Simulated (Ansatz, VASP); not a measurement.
Two plane-wave programs on SiSb

The input POSCAR:

```
SiSb
1.0
    0.0000000000      3.9031960000      0.0000000000
    3.9031960000      0.0000000000      0.0000000000
    1.9515980000      1.9515980000     -3.0637200000
Sb Si
1 1
Direct
    0.4140000000      0.4140000000      0.1720000000
    0.0000000000      0.0000000000      0.0000000000
```

INCAR.step1

```
SYSTEM = SiSb
ALGO = Normal ; EDIFF = 1E-5
ENCUT = 550 ; GGA = PE
GGA_COMPAT = .FALSE. ; ISMEAR = -1
LASPH = .TRUE. ; LCHARG = .FALSE.
LREAL = .FALSE. ; LWAVE = .TRUE.
NBANDS = 12 ; NELM = 120
PREC = Accurate ; SIGMA = 0.1
```

INCAR.step2

```
SYSTEM = SiSb
ALGO = Normal ; EDIFF = 1E-6
ENCUT = 550 ; GGA_COMPAT = .FALSE.
ISIF = 2 ; ISMEAR = -1
ISTART = 1 ; LASPH = .TRUE.
LCHARG = .TRUE. ; LELF = .TRUE.
LMIXTAU = .TRUE. ; LREAL = .FALSE.
LVHAR = .TRUE. ; LWAVE = .FALSE.
METAGGA = R2SCAN ; NBANDS = 12
NELM = 120 ; PREC = Accurate
SIGMA = 0.1
```

The input KPOINTS:

```
k-points
0
G
  6 6 6
  0 0 0
```

Input for Ansatz:

```yaml
crystal:
  lattice:
    - [0.0, 3.903196, 0.0]
    - [3.903196, 0.0, 0.0]
    - [1.951598, 1.951598, -3.06372]
  atoms:
    - { symbol: Sb, position: [0.414, 0.414, 0.172] }
    - { symbol: Si, position: [0.0, 0.0, 0.0] }
  symmetry: { tolerance: 0.0003 }
kpoints:
  mp_grid: { grid: [6, 6, 6], shift: [0, 0, 0] }
magnetization:
  spin_polarized: false
scf:
  occupations: { method: fermi_dirac }
hamiltonian:
  pseudopotentials: { kind: paw }
  xc: r2scan
basis:
  ecutwfc: 500
output:
  forces: true
  stress: true
  eigenvalues: true
```

Alike in both runs: task single point; functional r2SCAN; k mesh 6 × 6 × 6; no spin polarisation.

```csv
,VASP,Ansatz
version,VASP 6.6.1,Ansatz 0.2.0
potentials or method,"VASP PAW PBE potentials, release 64 (Sb, Si), cutoff 550 eV",PAW plane waves
occupations,"fermi-dirac, width 0.1 eV",fermi-dirac
valence electrons in the cell,9,19
```

Ansatz gave:

| Quantity | Value |
| --- | --- |
| gap on the k mesh at the Fermi level (eV) | none |
| pressure (GPa) | 0.7 |
| traceless stress, the component that is largest in VASP (GPa) | 5.48 |
| rms of the force components (eV/Å) | 0.362 |

What did VASP give for the same quantities?

gap on the k mesh at the Fermi level (eV): none; pressure (GPa): 0.9; traceless stress, the component that is largest in VASP (GPa): 5.60; rms of the force components (eV/Å): 0.383.

VASP's potentials were made for PBE, not for r2SCAN. Atom by atom the forces differ by 0.021 eV/Å (rms over components). A gap of «none» marks a metal or a gap that the smearing closes. VASP's potentials hold 9 valence electrons a cell and Ansatz's 19, so a difference there can come from the potentials and not from the codes.

Spin-orbit coupling is off throughout.
